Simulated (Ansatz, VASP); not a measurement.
**SiC: VASP beside Ansatz**

```
CELL_PARAMETERS angstrom
4.37973 0.00000 0.00000
0.00000 2.18986 -2.18986
0.43797 6.35061 6.78858
ATOMIC_POSITIONS crystal
Si 0.97500 0.02500 0.24998
Si 0.45833 0.54166 0.41665
Si 0.94167 0.05833 0.58332
Si 0.42500 0.57500 0.74998
Si 0.90834 0.09166 0.91665
Si 0.49167 0.50833 0.08332
C 0.70834 0.04167 0.41665
C 0.19167 0.55833 0.58332
C 0.67500 0.07500 0.74998
C 0.15834 0.59166 0.91665
C 0.74167 0.00833 0.08332
C 0.22500 0.52500 0.24998
```

Alike in both runs: task single point; functional PBE; k mesh 6 × 9 × 3; occupations gaussian, width 0.05 eV; no spin polarisation.

|  | VASP | Ansatz |
| --- | --- | --- |
| version | VASP 6.6.1 | Ansatz 0.2.0 |
| potentials or method | VASP PAW PBE potentials, release 64 (Si, C), cutoff 520 eV | scalar-relativistic, plane waves, PAW |
| valence electrons in the cell | 48 | 48 |

Ansatz gave:

```
gap on the k mesh at the Fermi level (eV)                     : 0.56
least direct gap on the mesh (eV)                             : 0.97
pressure (GPa)                                                : 2.3
traceless stress, the component that is largest in VASP (GPa) : -7.99
rms of the force components (eV/Å)                            : 1.269
```

Task: Estimate VASP's values.

Result: gap on the k mesh at the Fermi level (eV): 0.56; least direct gap on the mesh (eV): 0.97; pressure (GPa): 2.3; traceless stress, the component that is largest in VASP (GPa): -8.03; rms of the force components (eV/Å): 1.266.

Atom by atom the forces differ by 0.005 eV/Å (rms over components).
